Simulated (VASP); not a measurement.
# LiF (I4mm) in VASP: notebook

LiF is run at these levels: PBE; tasks: single point, relaxation of cell and atoms.

Everything below comes from runs of VASP 6.6.1. Logs are shortened: lines on timing, memory, paths and dates and some standing lists are left out, and cuts for length are marked.

### Step 1. The cell of the first run

The structure is tetragonal, space group I4mm (No. 107). Conventional cell: a = 2.515 Å, b = 2.515 Å, c = 4.333 Å, α = 90.00°, β = 90.00°, γ = 90.00°. Li (site symmetry 4mm) has 5 F at 1.80 to 1.82 Å within 2.4 Å. F (site symmetry 4mm) has 5 Li at 1.80 to 1.82 Å within 2.4 Å.

The cell was generated, and may not be a known phase.

### Step 2. Single point, PBE

Contents of INCAR:

```
PREC     = Accurate       # precision mode
ENCUT    = 520            # plane-wave cutoff, eV
EDIFF    = 1E-6           # SCF threshold, eV
ISMEAR   = 0              # smearing method
SIGMA    = 0.1            # smearing width, eV
LREAL    = F              # projectors in reciprocal space
LASPH    = T              # aspherical terms in the spheres
NELM     = 80             # most SCF steps
ALGO     = Normal         # electronic algorithm
ISIF     = 2              # what is computed and relaxed
LWAVE    = F              # write WAVECAR
LCHARG   = F              # write CHGCAR
GGA      = PE             # functional
NBANDS   = 12             # bands
```

Contents of KPOINTS:

```
regular mesh
0
Gamma
  10 10 10
```

Contents of POSCAR:

```
LiF
1.0
   -1.2575715400      1.2575715400      2.1664640000
    1.2575715400     -1.2575715400      2.1664640000
    1.2575715400      1.2575715400     -2.1664640000
Li F
1 1
Direct
    0.2919075800      0.2919075800      0.0000000000
    0.7080924200      0.7080924200      0.0000000000
```

Potentials or basis: VASP PAW PBE potentials, release 64 (Li_sv, F).

Launch:

```console
$ cat potpaw_PBE.64/Li_sv/POTCAR potpaw_PBE.64/F/POTCAR > POTCAR
$ mpirun -np 1 vasp_std > vasp.out
```

OUTCAR:

```text
PREC = Accurate
   ENCUT = 520
   EDIFF = 1E-6
   ISMEAR = 0
   LREAL = F
   LASPH = T
   NELM = 80
   ISIF = 2
   GGA = PE

 ion  position               nearest neighbor table
   1  0.292  0.292  0.000-   2 1.80   2 1.82   2 1.82   2 1.82   2 1.82
   2  0.708  0.708  0.000-   1 1.80   1 1.82   1 1.82   1 1.82   1 1.82

  LATTYP: Found a body centered tetragonal cell.
 ALAT       =     2.5151430800
 C/A-ratio  =     1.7227361872

  Lattice vectors:

 A1 = (  -1.2575715400,   1.2575715400,   2.1664640000)
 A2 = (   1.2575715400,  -1.2575715400,   2.1664640000)
 A3 = (   1.2575715400,   1.2575715400,  -2.1664640000)

Analysis of symmetry for initial positions (statically):
=====================================================================
 Subroutine PRICEL returns:
 Original cell was already a primitive cell.

 Routine SETGRP: Setting up the symmetry group for a
 body centered tetragonal supercell.

 Subroutine GETGRP returns: Found  8 space group operations
 (whereof  8 operations were pure point group operations)
 out of a pool of 16 trial point group operations.

The static configuration has the point symmetry C_4v.

Analysis of symmetry for dynamics (positions and initial velocities):
=====================================================================
 Subroutine PRICEL returns:
 Original cell was already a primitive cell.

 Routine SETGRP: Setting up the symmetry group for a
 body centered tetragonal supercell.

 Subroutine GETGRP returns: Found  8 space group operations
 (whereof  8 operations were pure point group operations)
 out of a pool of 16 trial point group operations.

The dynamic configuration has the point symmetry C_4v.

 Subroutine INISYM returns: Found  8 space group operations
 (whereof  8 operations are pure point group operations),
 and found     1 'primitive' translations

----------------------------------------------------------------------------------------

                                     Primitive cell

  volume of cell :      13.7049

  direct lattice vectors                    reciprocal lattice vectors
    -1.257571540  1.257571540  2.166464000     0.000000000  0.397591695  0.230790819
     1.257571540 -1.257571540  2.166464000     0.397591695  0.000000000  0.230790819
     1.257571540  1.257571540 -2.166464000     0.397591695  0.397591695  0.000000000

  length of vectors
     2.802951769  2.802951769  2.802951769     0.459721174  0.459721174  0.562279567

  position of ions in fractional coordinates (direct lattice)
     0.291907580  0.291907580  0.000000000
     0.708092420  0.708092420  0.000000000

  ion indices of the primitive-cell ions
   primitive index   ion index
                 1           1
                 2           2

----------------------------------------------------------------------------------------

 KPOINTS: regular mesh

Automatic generation of k-mesh.
 Grid dimensions read from file:
 generate k-points for:   10   10   10

 Generating k-lattice:

  Cartesian coordinates                     Fractional coordinates (reciprocal lattice)
     0.000000000  0.039759169  0.023079082     0.100000000  0.000000000 -0.000000000
     0.039759169  0.000000000  0.023079082     0.000000000  0.100000000 -0.000000000
     0.039759169  0.039759169  0.000000000     0.000000000  0.000000000  0.100000000

  Length of vectors
     0.045972117  0.045972117  0.056227957

  Shift w.r.t. Gamma in fractional coordinates (k-lattice)
     0.000000000  0.000000000  0.000000000

 Subroutine IBZKPT returns following result:
 ===========================================

 Found    102 irreducible k-points:

 Following reciprocal coordinates:
            Coordinates               Weight
  0.000000  0.000000  0.000000      1.000000
  0.100000 -0.000000  0.000000      8.000000
  0.200000 -0.000000  0.000000      8.000000
  0.300000 -0.000000  0.000000      8.000000
  0.400000 -0.000000  0.000000      8.000000
  0.500000 -0.000000  0.000000      4.000000
[... 16 lines left out ...]
  0.300000  0.300000  0.000000      8.000000
  0.400000  0.300000  0.000000     16.000000
 [... further k-points ...]
   k-points           NKPTS =    102   k-points in BZ     NKDIM =    102   number of bands    NBANDS=     12
   number of dos      NEDOS =    301   number of ions     NIONS =      2
   total plane-waves  NPLWV =  13824
   dimension x,y,z NGX =    24 NGY =   24 NGZ =   24
   dimension x,y,z NGXF=    48 NGYF=   48 NGZF=   48
   ions per type =               1   1
   NGX,Y,Z   is equivalent  to a cutoff of  14.23, 14.23, 14.23 a.u.
   NGXF,Y,Z  is equivalent  to a cutoff of  28.47, 28.47, 28.47 a.u.
 SYSTEM =  unknown system
   PREC   = accura    normal or accurate (medium, high low for compatibility)
   ISTART =      0    job   : 0-new  1-cont  2-samecut
   ICHARG =      2    charge: 1-file 2-atom 10-const
   ISPIN  =      1    spin polarized calculation?
   LNONCOLLINEAR =      F non collinear calculations
   LSORBIT =      F    spin-orbit coupling
   LASPH  =      T    aspherical Exc in radial PAW
   ENCUT  =  520.0 eV  38.22 Ry    6.18 a.u.   5.21  5.21  5.21*2*pi/ulx,y,z
   NELM   =     80;   NELMIN=  2; NELMDL= -5     # of ELM steps
   EDIFF  = 0.1E-05   stopping-criterion for ELM
   LREAL  =      F    real-space projection
   EDIFFG = 0.1E-04   stopping-criterion for IOM
   NSW    =      0    number of steps for IOM
   IBRION =     -1    ionic relax: 0-MD 1-quasi-New 2-CG
   NFREE  =      0    steps in history (QN), initial steepest desc. (CG)
   ISIF   =      2    stress and relaxation
   ISYM   =      2    0-nonsym 1-usesym 2-fastsym
   POTIM  = 0.5000    time-step for ionic-motion
   TEBEG  =    0.0;   TEEND  =   0.0 temperature during run
   PSTRESS=    0.0 pullay stress
   NELECT =      10.0000    total number of electrons
   NUPDOWN=      -1.0000    fix difference up-down
   EMIN   =  10.00;   EMAX   =-10.00  energy-range for DOS
   EFERMI =   0.00;   METHOD = LEGACY
   ISMEAR =     0;   SIGMA  =   0.10  broadening in eV -4-tet -1-fermi 0-gaus
   EFERMI_NEDOS =   21; number of points for ismear=-14 and -15
   IALGO  =     38    algorithm
   IMIX   =      4    mixing-type and parameters
     AMIX     =   0.40;   BMIX     =  1.00
     AMIX_MAG =   1.60;   BMIX_MAG =  1.00
  volume/ion in A,a.u.               =       6.85        46.24
  Fermi-wavevector in a.u.,A,eV,Ry     =   1.473836  2.785146 29.554480  2.172193
  Thomas-Fermi vector in A             =   2.588681
   LORBIT       =      0    0 simple, 1 ext, 2 COOP (PROOUT), +10 PAW based schemes
   GGA     = PE    functional components
   LHFCALC =     F    Hartree Fock is set to
   AEXX    =    0.0000 exact exchange contribution
   IVDW    =     0    specifies the selected vdW correction
   LEPSILON=     F    determine dielectric tensor
   LRPA    =     F    only Hartree local field effects (RPA)
 non-spin polarized calculation
 Gauss-broadening in eV      SIGMA  =   0.10
  energy-cutoff  :      520.00
  volume of cell :       13.70
 maximum number of plane-waves:       389
 NGX is ok and might be reduce to    24
   NGX = 11   NGY = 11   NGZ = 11

 number of electron      10.0000000 magnetization

 number of electron       9.9999994 magnetization

 Free energy of the ion-electron system (eV)
  ---------------------------------------------------
  ext. energy  EPLUGINS =         0.00000000
  ---------------------------------------------------
  free energy    TOTEN  =        -9.28821149 eV

  energy without entropy =       -9.28821149  energy(sigma->0) =       -9.28821149

 E-fermi :   0.6943     XC(G=0): -10.7888

 val. band max:        0.2696142654   @ k =  -0.2000   0.2000   0.2000
 cond. band min:      10.6454459787   @ k =   0.0000   0.0000   0.0000
 fundamental gap:     10.3758317132
 Fermi energy:         0.6943471033

 k-point     1 :       0.0000    0.0000    0.0000
  band No.  band energies     occupation
      1     -40.3681      2.00000
      2     -20.3569      2.00000
      3      -0.0402      2.00000
      4       0.1112      2.00000
      5       0.1112      2.00000
      6      10.6454      0.00000
      7      22.9383      0.00000
      8      25.2505      0.00000
      9      25.2505      0.00000
     10      25.7224      0.00000
     11      29.9739      0.00000
     12      31.2434      0.00000

 k-point     2 :       0.1000   -0.0000    0.0000
  band No.  band energies     occupation
      1     -40.3544      2.00000
      2     -20.3130      2.00000
      3      -0.2795      2.00000
      4      -0.0633      2.00000
      5       0.1185      2.00000
      6      10.9355      0.00000
      7      22.2383      0.00000
      8      23.8223      0.00000
      9      25.2187      0.00000
     10      26.3628      0.00000
     11      29.6853      0.00000
     12      30.7888      0.00000

 k-point     3 :       0.2000   -0.0000    0.0000
  band No.  band energies     occupation
      1     -40.3188      2.00000
      2     -20.1953      2.00000
      3      -1.0891      2.00000
      4      -0.2662      2.00000
      5       0.1391      2.00000
      6      11.5556      0.00000
      7      20.5201      0.00000
      8      22.4315      0.00000
      9      24.8158      0.00000
     10      27.1149      0.00000
     11      30.4189      0.00000
     12      30.6390      0.00000
[... 286 lines left out ...]
 k-point    23 :       0.3000    0.3000    0.0000
  band No.  band energies     occupation
      1     -40.2035      2.00000
      2     -19.6128      2.00000
      3      -2.2431      2.00000
      4      -2.0974      2.00000
      5      -0.7766      2.00000
      6      13.8972      0.00000
      7      17.9857      0.00000
      8      20.4203      0.00000
      9      23.4938      0.00000
     10      29.5807      0.00000
     11      30.6059      0.00000
     12      35.9064      0.00000

 k-point    24 :       0.4000    0.3000    0.0000
  band No.  band energies     occupation
      1     -40.1862      2.00000
      2     -19.4902      2.00000
      3      -2.8434      2.00000
      4      -1.8812      2.00000
      5      -0.9370      2.00000
      6      14.3582      0.00000
      7      17.8136      0.00000
      8      20.1482      0.00000
      9      23.2798      0.00000
     10      27.7580      0.00000
     11      32.3312      0.00000
     12      34.9546      0.00000

 [... further k-points ...]

------------------------ aborting loop because EDIFF is reached ----------------------------------------

  FORCE on cell =-STRESS in cart. coord.  units (eV):
  Direction    XX          YY          ZZ          XY          YZ          ZX
  --------------------------------------------------------------------------------------
  -------------------------------------------------------------------------------------
  Total        2.9445438      2.9445438      1.5895955      0.0000000      0.0000000      0.0000000
  in kB      344.2323895    344.2323895    185.8319270      0.0000000      0.0000000      0.0000000
  external PRESSURE =     291.4322353 kB  Pullay stress =       0.0000000 kB

 VOLUME and BASIS-vectors are now :
 -----------------------------------------------------------------------------
  energy-cutoff  :      520.00
  volume of cell :       13.70
      direct lattice vectors                 reciprocal lattice vectors
    -1.257571540  1.257571540  2.166464000     0.000000000  0.397591695  0.230790819
     1.257571540 -1.257571540  2.166464000     0.397591695  0.000000000  0.230790819
     1.257571540  1.257571540 -2.166464000     0.397591695  0.397591695  0.000000000

 POSITION                                       TOTAL-FORCE (eV/Angst)
 -----------------------------------------------------------------------------------
      0.00000      0.00000      1.26481         0.000000      0.000000     -0.170798
      0.00000      0.00000      3.06811        -0.000000     -0.000000      0.170798
 -----------------------------------------------------------------------------------
    total drift:                               -0.000000     -0.000000      0.000391

  FREE ENERGIE OF THE ION-ELECTRON SYSTEM (eV)
  ---------------------------------------------------
  free  energy   TOTEN  =        -9.2882114937 eV

  energy  without entropy=       -9.2882114937  energy(sigma->0) =       -9.28821149
```

Wall time 13 s (1 thread of Intel Xeon Platinum 8488C (Sapphire Rapids), shared host); peak memory 0.13 GiB.

Results:

| Item | Value |
| --- | --- |
| Free energy | -9.2882 eV |
| Largest force | 0.171 eV/Å |
| Band gap on the k mesh | 10.38 eV (least direct gap 10.53 eV) |

Forces on the atoms (eV/Å):
```
Li   0.000  0.000 -0.171
F    0.000  0.000  0.171
```

Caveat: the cutoff is under 1.25 times the usual one of these potentials, so pressure, stress and relaxed cells hold a basis-set (Pulay) error.

### Step 3. Relaxation of cell and atoms, PBE

Contents of INCAR:

```
ALGO = Normal ; EDIFF = 1E-6
EDIFFG = -0.04 ; ENCUT = 600
GGA = PE ; IBRION = 2
ISIF = 3 ; ISMEAR = 0
LASPH = True ; LCHARG = False
LREAL = False ; LWAVE = False
NELM = 80 ; NSW = 90
PREC = Accurate ; SIGMA = 0.1
```

Contents of KPOINTS:

```
k-points
0
Gamma
  10 10 10
```

POSCAR is that of step 2.

Potentials or basis: VASP PAW PBE potentials, release 64 (Li_sv, F).

Launch:

```console
$ cat potpaw_PBE.64/Li_sv/POTCAR potpaw_PBE.64/F/POTCAR > POTCAR
$ mpirun -np 1 vasp_std > vasp.out
```

Run time: 85 s. Hardware: 1 thread of Intel Xeon Platinum 8488C (Sapphire Rapids), shared host; peak memory 0.14 GiB.

Results (log left out):

| Property | Result |
| --- | --- |
| Free energy | -9.6279 eV |
| Relaxed volume | 8.31 Å³/atom |
| Relaxed cell | a = 2.869 Å, b = 2.869 Å, c = 2.869 Å, α = 120.30°, β = 120.30°, γ = 89.47° |
| Space group after relaxing (to 0.1 Å) | Fm-3m (No. 225) |
| Energy gained by relaxing | 168.1 meV/atom |
| Ionic steps | 15 |
| Pressure after relaxing | -0.2 GPa |
| Largest force after relaxing | 0.031 eV/Å |
| Band gap on the k mesh | 8.95 eV |

Forces on the atoms (eV/Å):
```
Li   0.000  0.000  0.031
F    0.000  0.000 -0.031
```

Stress tensor (GPa, compression positive):
```
-0.24  0.00  0.00
 0.00 -0.24  0.00
 0.00  0.00 -0.06
```

Step by step:
```
step  energy change (eV)  largest force (eV/Å)  pressure (GPa)  volume (Å³)
   1              0.0000                0.1705           28.74        13.70
   2             -0.2771                0.1329            6.23        16.29
   3             -0.3018                0.1037            1.23        17.27
   4             -0.3033                0.0944           -0.09        17.57
   5             -0.3032                0.0916           -0.41        17.65
   6             -0.3042                0.0794           -0.45        17.64
   7             -0.3067                0.0489           -0.52        17.59
   8             -0.3102                0.0090           -0.60        17.48
   9             -0.3157                0.0104           -0.84        17.28
  10             -0.3280                0.0485           -0.19        16.85
  11             -0.3265                0.1627            0.39        16.64
  12             -0.3290                0.0851           -0.07        16.77
  13             -0.3324                0.0731           -0.19        16.72
  14             -0.3357                0.0248           -0.03        16.55
  15             -0.3363                0.0311           -0.18        16.62
```

Final structure:
```xyz
2
Lattice="-1.4278 1.4278 2.0378 1.4278 -1.4278 2.0378 1.4278 1.4278 -2.0378" Properties=species:S:1:pos:R:3 pbc="T T T"
Li    0.0000    0.0000    1.0069
F     0.0000    0.0000    3.0686
```

Levels at points of the mesh, in eV from the valence-band top:
| k point | band 2 | band 3 | band 4 | band 5 | band 6 | band 7 | band 8 | band 9 |
| --- | --- | --- | --- | --- | --- | --- | --- | --- |
| (0.00, 0.00, 0.00) | -19.93 | -0.02 | -0.02 | 0.00 | 8.95 | 23.60 | 23.75 | 23.75 |
| (0.50, 0.00, 0.00) | -19.52 | -2.48 | -0.24 | -0.22 | 10.68 | 16.54 | 18.68 | 18.83 |
| (0.50, 0.50, 0.00) | -19.26 | -2.94 | -1.02 | -0.97 | 14.70 | 16.34 | 17.25 | 19.94 |
| (0.50, 0.50, 0.50) | -19.27 | -2.95 | -0.97 | -0.97 | 14.53 | 16.47 | 17.27 | 20.12 |

Caveat: the cutoff is under 1.25 times the usual one of these potentials, so pressure, stress and relaxed cells hold a basis-set (Pulay) error; the volume moved by over 15 % at a fixed basis, so the end points are rough. A k mesh can miss the band edges.
